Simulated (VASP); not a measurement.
# Ge4MoW (Cmmm) in VASP: single point with PBE

Aim: the single point of Ge4MoW with PBE.

All numbers are computed with VASP 6.6.1; they aren't measurements. Logs are shortened: lines on timing, memory, paths and dates and some standing lists are left out, and cuts for length are marked.

**1. The cell of the first run**

It takes space group Cmmm (No. 65, orthorhombic). Conventional cell: a = 4.770 Å, b = 8.370 Å, c = 4.770 Å, α = 90.00°, β = 90.00°, γ = 90.00°. Within 3.6 Å of Ge (site symmetry m2m) lie 9 Ge at 2.71 to 3.37 Å and 3 Mo at 2.74 to 2.83 Å and 2 W at 2.74 Å. Ge (site symmetry m2m) has 9 Ge at 2.70 to 3.37 Å and 3 W at 2.74 to 2.84 Å and 2 Mo at 2.74 Å within 3.6 Å. Mo (site symmetry mmm) has 10 Ge at 2.74 to 2.83 Å and 4 W at 3.37 Å within 3.6 Å. Within 3.6 Å of W (site symmetry mmm) lie 10 Ge at 2.74 to 2.84 Å and 4 Mo at 3.37 Å.

**2. Single point, PBE (15.87 Å³/atom)**

Contents of INCAR:

```
SYSTEM = Ge4MoW
  PREC = Accurate
  ENCUT = 520
  EDIFF = 1E-7
  ISMEAR = 0
  SIGMA = 0.1
  LREAL = .FALSE.
  LASPH = .TRUE.
  NELM = 100
  ALGO = Normal
  ISIF = 2
  LWAVE = .FALSE.
  LCHARG = .FALSE.
  GGA = PE
  NBANDS = 51
```

Contents of KPOINTS:

```
regular mesh
0
G
  10 10 8
  0 0 0
```

Contents of POSCAR:

```
Ge4MoW
1.0
    2.3849630178     -4.1851094761      0.0000000000
    2.3849630178      4.1851094761      0.0000000000
    0.0000000000      0.0000000000      4.7699302069
Ge Mo W
4 1 1
Direct
    0.3383582833      0.6616417167      0.0000000000
    0.8387461418      0.1612538582      0.5000000000
    0.6616417167      0.3383582833      0.0000000000
    0.1612538582      0.8387461418      0.5000000000
    0.0000000000      0.0000000000      0.0000000000
    0.5000000000      0.5000000000      0.5000000000
```

Potentials or basis: VASP PAW PBE potentials, release 64 (Ge_d, Mo_sv, W_sv).

On the command line:

```sh
cat potpaw_PBE.64/Ge_d/POTCAR potpaw_PBE.64/Mo_sv/POTCAR potpaw_PBE.64/W_sv/POTCAR > POTCAR
mpirun -np 1 vasp_std > vasp.out
```

OUTCAR:

```text
SYSTEM = Ge4MoW
   PREC = Accurate
   ENCUT = 520
   EDIFF = 1E-7
   ISMEAR = 0
   LREAL = .FALSE.
   LASPH = .TRUE.
   NELM = 100
   ISIF = 2
   GGA = PE

 ion  position               nearest neighbor table
   1  0.338  0.662  0.000-   3 2.71   5 2.74   5 2.74   6 2.74   6 2.74   3 2.81   3 2.81   4 2.81
                             4 2.81   5 2.83
   2  0.839  0.161  0.500-   4 2.70   6 2.74   6 2.74   5 2.74   5 2.74   3 2.81   3 2.81   4 2.81
                             4 2.81   6 2.84
   3  0.662  0.338  0.000-   1 2.71   5 2.74   5 2.74   6 2.74   6 2.74   1 2.81   1 2.81   2 2.81
                             2 2.81   5 2.83
   4  0.161  0.839  0.500-   2 2.70   6 2.74   6 2.74   5 2.74   5 2.74   1 2.81   1 2.81   2 2.81
                             2 2.81   6 2.84
   5  0.000  0.000  0.000-   2 2.74   4 2.74   2 2.74   4 2.74   3 2.74   1 2.74   3 2.74   1 2.74
                             3 2.83   1 2.83   6 3.37   6 3.37   6 3.37   6 3.37
   6  0.500  0.500  0.500-   4 2.74   2 2.74   4 2.74   2 2.74   1 2.74   3 2.74   1 2.74   3 2.74
                             2 2.84   4 2.84   5 3.37   5 3.37   5 3.37   5 3.37

  LATTYP: Found a base centered orthorhombic cell.
 ALAT       =     4.7699260356
 B/A-ratio  =     1.7547900931
 C/A-ratio  =     1.0000008745

  Lattice vectors:

 A1 = (   2.3849630178,  -4.1851094761,   0.0000000000)
 A2 = (   2.3849630178,   4.1851094761,   0.0000000000)
 A3 = (   0.0000000000,   0.0000000000,   4.7699302069)

Analysis of symmetry for initial positions (statically):
=====================================================================
 Subroutine PRICEL returns:
 Original cell was already a primitive cell.

 Routine SETGRP: Setting up the symmetry group for a
 base centered orthorhombic supercell.

 Subroutine GETGRP returns: Found  8 space group operations
 (whereof  8 operations were pure point group operations)
 out of a pool of  8 trial point group operations.

The static configuration has the point symmetry D_2h.

Analysis of symmetry for dynamics (positions and initial velocities):
=====================================================================
 Subroutine PRICEL returns:
 Original cell was already a primitive cell.

 Routine SETGRP: Setting up the symmetry group for a
 base centered orthorhombic supercell.

 Subroutine GETGRP returns: Found  8 space group operations
 (whereof  8 operations were pure point group operations)
 out of a pool of  8 trial point group operations.

The dynamic configuration has the point symmetry D_2h.

 Subroutine INISYM returns: Found  8 space group operations
 (whereof  8 operations are pure point group operations),
 and found     1 'primitive' translations

----------------------------------------------------------------------------------------

                                     Primitive cell

  volume of cell :      95.2205

  direct lattice vectors                    reciprocal lattice vectors
     2.384963018 -4.185109476  0.000000000     0.209646857 -0.119471188  0.000000000
     2.384963018  4.185109476  0.000000000     0.209646857  0.119471188  0.000000000
     0.000000000  0.000000000  4.769930207     0.000000000  0.000000000  0.209646673

  length of vectors
     4.816968956  4.816968956  4.769930207     0.241298921  0.241298921  0.209646673

  position of ions in fractional coordinates (direct lattice)
     0.338358283  0.661641717  0.000000000
     0.838746142  0.161253858  0.500000000
     0.661641717  0.338358283  0.000000000
     0.161253858  0.838746142  0.500000000
     0.000000000  0.000000000  0.000000000
     0.500000000  0.500000000  0.500000000

  ion indices of the primitive-cell ions
   primitive index   ion index
                 1           1
                 2           2
                 3           3
                 4           4
                 5           5
                 6           6

----------------------------------------------------------------------------------------

 KPOINTS: regular mesh

Automatic generation of k-mesh.
 Grid dimensions read from file:
 generate k-points for:   10   10    8

 Generating k-lattice:

  Cartesian coordinates                     Fractional coordinates (reciprocal lattice)
     0.020964686 -0.011947119  0.000000000     0.100000000  0.000000000  0.000000000
     0.020964686  0.011947119  0.000000000     0.000000000  0.100000000  0.000000000
     0.000000000  0.000000000  0.026205834     0.000000000  0.000000000  0.125000000

  Length of vectors
     0.024129892  0.024129892  0.026205834

  Shift w.r.t. Gamma in fractional coordinates (k-lattice)
     0.000000000  0.000000000  0.000000000

 Subroutine IBZKPT returns following result:
 ===========================================

 Found    155 irreducible k-points:

 Following reciprocal coordinates:
            Coordinates               Weight
  0.000000  0.000000  0.000000      1.000000
  0.100000 -0.000000  0.000000      4.000000
  0.200000 -0.000000  0.000000      4.000000
  0.300000 -0.000000  0.000000      4.000000
  0.400000 -0.000000  0.000000      4.000000
  0.500000 -0.000000  0.000000      2.000000
[... 16 lines left out ...]
  0.300000  0.300000  0.000000      2.000000
  0.400000  0.300000  0.000000      4.000000
 [... further k-points ...]
   k-points           NKPTS =    155   k-points in BZ     NKDIM =    155   number of bands    NBANDS=     51
   number of dos      NEDOS =    301   number of ions     NIONS =      6
   total plane-waves  NPLWV =  46656
   dimension x,y,z NGX =    36 NGY =   36 NGZ =   36
   dimension x,y,z NGXF=    72 NGYF=   72 NGZF=   72
   ions per type =               4   1   1
   NGX,Y,Z   is equivalent  to a cutoff of  12.42, 12.42, 12.55 a.u.
   NGXF,Y,Z  is equivalent  to a cutoff of  24.85, 24.85, 25.09 a.u.
 SYSTEM =  Ge4MoW
   PREC   = accura    normal or accurate (medium, high low for compatibility)
   ISTART =      0    job   : 0-new  1-cont  2-samecut
   ICHARG =      2    charge: 1-file 2-atom 10-const
   ISPIN  =      1    spin polarized calculation?
   LNONCOLLINEAR =      F non collinear calculations
   LSORBIT =      F    spin-orbit coupling
   LASPH  =      T    aspherical Exc in radial PAW
   ENCUT  =  520.0 eV  38.22 Ry    6.18 a.u.   8.96  8.96  8.87*2*pi/ulx,y,z
   NELM   =    100;   NELMIN=  2; NELMDL= -5     # of ELM steps
   EDIFF  = 0.1E-06   stopping-criterion for ELM
   LREAL  =      F    real-space projection
   EDIFFG = 0.1E-05   stopping-criterion for IOM
   NSW    =      0    number of steps for IOM
   IBRION =     -1    ionic relax: 0-MD 1-quasi-New 2-CG
   NFREE  =      0    steps in history (QN), initial steepest desc. (CG)
   ISIF   =      2    stress and relaxation
   ISYM   =      2    0-nonsym 1-usesym 2-fastsym
   POTIM  = 0.5000    time-step for ionic-motion
   TEBEG  =    0.0;   TEEND  =   0.0 temperature during run
   PSTRESS=    0.0 pullay stress
   NELECT =      84.0000    total number of electrons
   NUPDOWN=      -1.0000    fix difference up-down
   EMIN   =  10.00;   EMAX   =-10.00  energy-range for DOS
   EFERMI =   0.00;   METHOD = LEGACY
   ISMEAR =     0;   SIGMA  =   0.10  broadening in eV -4-tet -1-fermi 0-gaus
   EFERMI_NEDOS =   21; number of points for ismear=-14 and -15
   IALGO  =     38    algorithm
   IMIX   =      4    mixing-type and parameters
     AMIX     =   0.40;   BMIX     =  1.00
     AMIX_MAG =   1.60;   BMIX_MAG =  1.00
  volume/ion in A,a.u.               =      15.87       107.10
  Fermi-wavevector in a.u.,A,eV,Ry     =   1.570090  2.967039 33.540827  2.465181
  Thomas-Fermi vector in A             =   2.671875
   LORBIT       =      0    0 simple, 1 ext, 2 COOP (PROOUT), +10 PAW based schemes
   GGA     = PE    functional components
   LHFCALC =     F    Hartree Fock is set to
   AEXX    =    0.0000 exact exchange contribution
   IVDW    =     0    specifies the selected vdW correction
   LEPSILON=     F    determine dielectric tensor
   LRPA    =     F    only Hartree local field effects (RPA)
 non-spin polarized calculation
 Gauss-broadening in eV      SIGMA  =   0.10
  energy-cutoff  :      520.00
  volume of cell :       95.22
 maximum number of plane-waves:      2592
   NGX = 17   NGY = 17   NGZ = 17

 number of electron      83.9999976 magnetization

 Free energy of the ion-electron system (eV)
  ---------------------------------------------------
  ext. energy  EPLUGINS =         0.00000000
  ---------------------------------------------------
  free energy    TOTEN  =       -42.11117951 eV

  energy without entropy =      -42.10146339  energy(sigma->0) =      -42.10632145

 E-fermi :   9.6503     XC(G=0): -12.6262

 val. band max:        9.6498235501   @ k =  -0.3000   0.1000   0.0000
 cond. band min:       9.6523753211   @ k =   0.4000   0.2000   0.3750
 fundamental gap:      0.0025517711
 Fermi energy:         9.6503343432

 k-point     1 :       0.0000    0.0000    0.0000
  band No.  band energies     occupation
      1     -64.4177      2.00000
      2     -51.2663      2.00000
      3     -28.6609      2.00000
      4     -28.6588      2.00000
      5     -28.5976      2.00000
      6     -25.4140      2.00000
[... 43 lines left out ...]
     50      13.0318      0.00000
     51      13.8407      0.00000

 k-point     2 :       0.1000   -0.0000    0.0000
  band No.  band energies     occupation
      1     -64.4177      2.00000
      2     -51.2663      2.00000
      3     -28.6611      2.00000
      4     -28.6587      2.00000
      5     -28.5976      2.00000
      6     -25.4141      2.00000
[... 43 lines left out ...]
     50      13.6545      0.00000
     51      14.2191      0.00000

 k-point     3 :       0.2000   -0.0000    0.0000
  band No.  band energies     occupation
      1     -64.4177      2.00000
      2     -51.2662      2.00000
      3     -28.6616      2.00000
      4     -28.6585      2.00000
      5     -28.5978      2.00000
      6     -25.4144      2.00000
[... 1123 lines left out ...]
     50      13.1998      0.00000
     51      13.6663      0.00000

 k-point    24 :       0.4000    0.3000    0.0000
  band No.  band energies     occupation
      1     -64.4177      2.00000
      2     -51.2662      2.00000
      3     -28.6622      2.00000
      4     -28.6582      2.00000
      5     -28.5993      2.00000
      6     -25.4147      2.00000
[... 43 lines left out ...]
     50      13.5894      0.00000
     51      13.9165      0.00000

 [... further k-points ...]

------------------------ aborting loop because EDIFF is reached ----------------------------------------

  FORCE on cell =-STRESS in cart. coord.  units (eV):
  Direction    XX          YY          ZZ          XY          YZ          ZX
  --------------------------------------------------------------------------------------
  -------------------------------------------------------------------------------------
  Total       -2.5800925     -2.5956793     -2.5866535      0.0000000      0.0000000      0.0000000
  in kB      -43.4125564    -43.6748199    -43.5229514      0.0000000      0.0000000      0.0000000
  external PRESSURE =     -43.5367759 kB  Pullay stress =       0.0000000 kB

 VOLUME and BASIS-vectors are now :
 -----------------------------------------------------------------------------
  energy-cutoff  :      520.00
  volume of cell :       95.22
      direct lattice vectors                 reciprocal lattice vectors
     2.384963018 -4.185109476  0.000000000     0.209646857 -0.119471188  0.000000000
     2.384963018  4.185109476  0.000000000     0.209646857  0.119471188  0.000000000
     0.000000000  0.000000000  4.769930207     0.000000000  0.000000000  0.209646673

 POSITION                                       TOTAL-FORCE (eV/Angst)
 -----------------------------------------------------------------------------------
      2.38496      1.35298      0.00000         0.000000      0.005544      0.000000
      2.38496     -2.83538      2.38497         0.000000      0.005148      0.000000
      2.38496     -1.35298      0.00000         0.000000     -0.005544     -0.000000
      2.38496      2.83538      2.38497         0.000000     -0.005148      0.000000
      0.00000      0.00000      0.00000        -0.000000     -0.000000      0.000000
      2.38496      0.00000      2.38497         0.000000     -0.000000      0.000000
 -----------------------------------------------------------------------------------
    total drift:                                0.000000      0.000000     -0.000000

  FREE ENERGIE OF THE ION-ELECTRON SYSTEM (eV)
  ---------------------------------------------------
  free  energy   TOTEN  =       -42.1111795091 eV

  energy  without entropy=      -42.1014633939  energy(sigma->0) =      -42.10632145
```

Run time: 6.7 min. Hardware: 1 thread of Intel Xeon Platinum 8488C (Sapphire Rapids), shared host; peak memory 0.68 GiB.

What came out:

- Free energy: -42.1112 eV
- Pressure: -4.4 GPa
- Largest force: 0.006 eV/Å
- Band gap on the k mesh: zero (bands 42 and 43 overlap by 0.91 eV)

Forces in eV/Å, atoms in the order of the input:
```
Ge   0.000  0.006  0.000
Ge   0.000  0.005  0.000
Ge   0.000 -0.006  0.000
Ge   0.000 -0.005  0.000
Mo   0.000  0.000  0.000
W    0.000  0.000  0.000
```

Caveat: the cell stands under tension; spin-orbit coupling is left out, which moves the levels of the heavy elements.
